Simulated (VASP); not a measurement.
# BaTe (Pm-3m) in VASP: a series of runs

Runs on BaTe. Level: PBE. Tasks: single point.

Everything below comes from runs of VASP 6.6.1. Logs are shortened: lines on timing, memory, paths and dates and some standing lists are left out, and cuts for length are marked.

**1. The cell of the first run**

Symmetry: Pm-3m, No. 221, cubic system. The conventional cell has a = 4.262 Å, b = 4.262 Å, c = 4.262 Å, α = 90.00°, β = 90.00°, γ = 90.00°. Within 4.8 Å of Ba (site symmetry m-3m) lie 8 Te at 3.69 Å and 6 Ba at 4.26 Å. Te (site symmetry m-3m) has 8 Ba at 3.69 Å and 6 Te at 4.26 Å within 4.8 Å.

**2. Single point, PBE**

The input, INCAR:

```
ALGO     = Normal         # electronic algorithm
EDIFF    = 1E-6           # SCF threshold, eV
ENCUT    = 520            # plane-wave cutoff, eV
GGA      = PE             # functional
ISIF     = 2              # what is computed and relaxed
ISMEAR   = 0              # smearing method
LASPH    = True           # aspherical terms in the spheres
LCHARG   = False          # write CHGCAR
LREAL    = False          # projectors in reciprocal space
LWAVE    = False          # write WAVECAR
NBANDS   = 15             # bands
NELM     = 100            # most SCF steps
PREC     = Accurate       # precision mode
SIGMA    = 0.05           # smearing width, eV
```

The input, KPOINTS:

```
k-points
0
Gamma
  6 6 6
```

The input, POSCAR:

```
BaTe
1.0
    4.2624660000      0.0000000000      0.0000000000
    0.0000000000      4.2624660000      0.0000000000
    0.0000000000      0.0000000000      4.2624660000
Ba Te
1 1
Direct
    0.0000000000      0.0000000000      0.0000000000
    0.5000000000      0.5000000000      0.5000000000
```

Potentials or basis: VASP PAW PBE potentials, release 64 (Ba_sv, Te).

Started as:

```
$ cat potpaw_PBE.64/Ba_sv/POTCAR potpaw_PBE.64/Te/POTCAR > POTCAR
$ mpirun -np 1 vasp_std > vasp.out
```

OUTCAR:

```text
EDIFF = 1E-6
   ENCUT = 520
   GGA = PE
   ISIF = 2
   ISMEAR = 0
   LASPH = True
   LREAL = False
   NELM = 100
   PREC = Accurate

 ion  position               nearest neighbor table
   1  0.000  0.000  0.000-   2 3.69   2 3.69   2 3.69   2 3.69   2 3.69   2 3.69   2 3.69   2 3.69

   2  0.500  0.500  0.500-   1 3.69   1 3.69   1 3.69   1 3.69   1 3.69   1 3.69   1 3.69   1 3.69

  LATTYP: Found a simple cubic cell.
 ALAT       =     4.2624660000

  Lattice vectors:

 A1 = (   4.2624660000,   0.0000000000,   0.0000000000)
 A2 = (   0.0000000000,   4.2624660000,   0.0000000000)
 A3 = (   0.0000000000,   0.0000000000,   4.2624660000)

Analysis of symmetry for initial positions (statically):
=====================================================================
 Subroutine PRICEL returns:
 Original cell was already a primitive cell.

 Routine SETGRP: Setting up the symmetry group for a
 simple cubic supercell.

 Subroutine GETGRP returns: Found 48 space group operations
 (whereof 48 operations were pure point group operations)
 out of a pool of 48 trial point group operations.

The static configuration has the point symmetry O_h .

Analysis of symmetry for dynamics (positions and initial velocities):
=====================================================================
 Subroutine PRICEL returns:
 Original cell was already a primitive cell.

 Routine SETGRP: Setting up the symmetry group for a
 simple cubic supercell.

 Subroutine GETGRP returns: Found 48 space group operations
 (whereof 48 operations were pure point group operations)
 out of a pool of 48 trial point group operations.

The dynamic configuration has the point symmetry O_h .

 Subroutine INISYM returns: Found 48 space group operations
 (whereof 48 operations are pure point group operations),
 and found     1 'primitive' translations

----------------------------------------------------------------------------------------

                                     Primitive cell

  volume of cell :      77.4431

  direct lattice vectors                    reciprocal lattice vectors
     4.262466000  0.000000000  0.000000000     0.234605977  0.000000000  0.000000000
     0.000000000  4.262466000  0.000000000     0.000000000  0.234605977  0.000000000
     0.000000000  0.000000000  4.262466000     0.000000000  0.000000000  0.234605977

  length of vectors
     4.262466000  4.262466000  4.262466000     0.234605977  0.234605977  0.234605977

  position of ions in fractional coordinates (direct lattice)
     0.000000000  0.000000000  0.000000000
     0.500000000  0.500000000  0.500000000

  ion indices of the primitive-cell ions
[... 83 lines left out ...]
   EMIN   =  10.00;   EMAX   =-10.00  energy-range for DOS
   EFERMI =   0.00;   METHOD = LEGACY
   ISMEAR =     0;   SIGMA  =   0.05  broadening in eV -4-tet -1-fermi 0-gaus
   EFERMI_NEDOS =   21; number of points for ismear=-14 and -15
   IALGO  =     38    algorithm
   IMIX   =      4    mixing-type and parameters
     AMIX     =   0.40;   BMIX     =  1.00
     AMIX_MAG =   1.60;   BMIX_MAG =  1.00
  volume/ion in A,a.u.               =      38.72       261.31
  Fermi-wavevector in a.u.,A,eV,Ry     =   0.967804  1.828884 12.743813  0.936644
  Thomas-Fermi vector in A             =   2.097720
   LORBIT       =      0    0 simple, 1 ext, 2 COOP (PROOUT), +10 PAW based schemes
   GGA     = PE    functional components
   LHFCALC =     F    Hartree Fock is set to
   AEXX    =    0.0000 exact exchange contribution
   IVDW    =     0    specifies the selected vdW correction
   LEPSILON=     F    determine dielectric tensor
   LRPA    =     F    only Hartree local field effects (RPA)
 non-spin polarized calculation
 Gauss-broadening in eV      SIGMA  =   0.05
  energy-cutoff  :      520.00
  volume of cell :       77.44
 maximum number of plane-waves:      2176
 NGX is ok and might be reduce to    32
   NGX = 15   NGY = 15   NGZ = 15

 number of electron      16.0000000 magnetization

 Free energy of the ion-electron system (eV)
  ---------------------------------------------------
  ext. energy  EPLUGINS =         0.00000000
  ---------------------------------------------------
  free energy    TOTEN  =        -8.28863623 eV

  energy without entropy =       -8.28863623  energy(sigma->0) =       -8.28863623

 E-fermi :   4.0300     XC(G=0):  -8.7831

 val. band max:        3.8117732461   @ k =   0.5000   0.5000   0.0000
 cond. band min:       4.5956288388   @ k =   0.0000   0.0000   0.0000
 fundamental gap:      0.7838555927
 Fermi energy:         4.0299980564

 k-point     1 :       0.0000    0.0000    0.0000
  band No.  band energies     occupation
      1     -24.3200      2.00000
      2      -9.3533      2.00000
      3      -9.3533      2.00000
      4      -9.3533      2.00000
      5      -6.5572      2.00000
      6       3.4345      2.00000
      7       3.4345      2.00000
      8       3.4345      2.00000
      9       4.5956      0.00000
     10       4.5956      0.00000
     11       6.1720      0.00000
     12       8.3424      0.00000
     13       8.3424      0.00000
     14       8.3424      0.00000
[... 329 lines left out ...]
      2      -9.6206      2.00000
      3      -9.6206      2.00000
      4      -9.6206      2.00000
      5      -5.6268      2.00000
      6       0.9176      2.00000
      7       0.9176      2.00000
      8       0.9176      2.00000
      9       8.5468      0.00000
     10       8.5468      0.00000
     11       8.5468      0.00000
     12      10.0669      0.00000
     13      10.0669      0.00000
     14      10.0670      0.00000
     15      10.1357      0.00000

------------------------ aborting loop because EDIFF is reached ----------------------------------------

  FORCE on cell =-STRESS in cart. coord.  units (eV):
  Direction    XX          YY          ZZ          XY          YZ          ZX
  --------------------------------------------------------------------------------------
  -------------------------------------------------------------------------------------
  Total        0.0258202      0.0258202      0.0258202      0.0000000      0.0000000      0.0000000
  in kB        0.5341788      0.5341788      0.5341788      0.0000000      0.0000000      0.0000000
  external PRESSURE =       0.5341788 kB  Pullay stress =       0.0000000 kB

 VOLUME and BASIS-vectors are now :
 -----------------------------------------------------------------------------
  energy-cutoff  :      520.00
  volume of cell :       77.44
      direct lattice vectors                 reciprocal lattice vectors
     4.262466000  0.000000000  0.000000000     0.234605977  0.000000000  0.000000000
     0.000000000  4.262466000  0.000000000     0.000000000  0.234605977  0.000000000
     0.000000000  0.000000000  4.262466000     0.000000000  0.000000000  0.234605977

 POSITION                                       TOTAL-FORCE (eV/Angst)
 -----------------------------------------------------------------------------------
      0.00000      0.00000      0.00000         0.000000      0.000000      0.000000
      2.13123      2.13123      2.13123         0.000000      0.000000      0.000000
 -----------------------------------------------------------------------------------
    total drift:                                0.000000      0.000000     -0.000000

  FREE ENERGIE OF THE ION-ELECTRON SYSTEM (eV)
  ---------------------------------------------------
  free  energy   TOTEN  =        -8.2886362276 eV

  energy  without entropy=       -8.2886362276  energy(sigma->0) =       -8.28863623
```

Run time: 9.8 s. Hardware: 1 thread of Intel Xeon 6975P-C (Granite Rapids), shared host; peak memory 0.18 GiB.

Results:

```
Free energy            : -8.2886 eV
Pressure               : 0.1 GPa
Band gap on the k mesh : 0.78 eV, indirect (least direct gap 0.98 eV)
```

Levels at points of the mesh, in eV from the valence-band top:
```csv
k point,band 6,band 7,band 8,band 9,band 10,band 11
"(0.00, 0.00, 0.00)",-0.38,-0.38,-0.38,0.78,0.78,2.36
"(0.50, 0.00, 0.00)",-3.38,-0.87,-0.87,1.58,4.84,4.91
"(0.50, 0.50, 0.00)",-2.04,-2.04,0.00,0.98,2.51,2.91
"(0.50, 0.50, 0.50)",-2.89,-2.89,-2.89,4.73,4.73,4.73
```

Caveat: spin-orbit coupling is left out, which moves the levels of the heavy elements. A k mesh can miss the band edges.

**3. Single point, PBE**

The input, INCAR:

```
SYSTEM = BaTe
  ALGO = Normal
  EDIFF = 1E-6
  ENCUT = 520
  GGA = PE
  ISIF = 2
  ISMEAR = 0
  LASPH = .True.
  LCHARG = .True.
  LELF = .True.
  LREAL = .False.
  LVHAR = .True.
  LWAVE = .False.
  NBANDS = 15
  NELM = 60
  PREC = Accurate
  SIGMA = 0.05
```

The input, KPOINTS:

```
k-points
0
Gamma
  8 8 8
  0 0 0
```

POSCAR is that of step 2.

Potentials or basis: VASP PAW PBE potentials, release 64 (Ba_sv, Te).

Started as:

```
$ cat potpaw_PBE.64/Ba_sv/POTCAR potpaw_PBE.64/Te/POTCAR > POTCAR
$ mpirun -np 1 vasp_std > vasp.out
```

It took 14 s on 1 thread of Intel Xeon 6975P-C (Granite Rapids), shared host; peak memory 0.19 GiB.

Results (log left out):

```
Free energy            : -8.2927 eV
Pressure               : 0.0 GPa
Band gap on the k mesh : 0.79 eV, indirect (least direct gap 0.99 eV)
```

Levels at points of the mesh, in eV from the valence-band top:
| k point | band 6 | band 7 | band 8 | band 9 | band 10 | band 11 |
| --- | --- | --- | --- | --- | --- | --- |
| (0.00, 0.00, 0.00) | -0.38 | -0.38 | -0.38 | 0.79 | 0.79 | 2.36 |
| (0.50, 0.00, 0.00) | -3.38 | -0.87 | -0.87 | 1.58 | 4.84 | 4.91 |
| (0.50, 0.50, 0.00) | -2.04 | -2.04 | 0.00 | 0.99 | 2.52 | 2.91 |
| (0.50, 0.50, 0.50) | -2.89 | -2.89 | -2.89 | 4.74 | 4.74 | 4.74 |

Caveat: spin-orbit coupling is left out, which moves the levels of the heavy elements. A k mesh can miss the band edges.
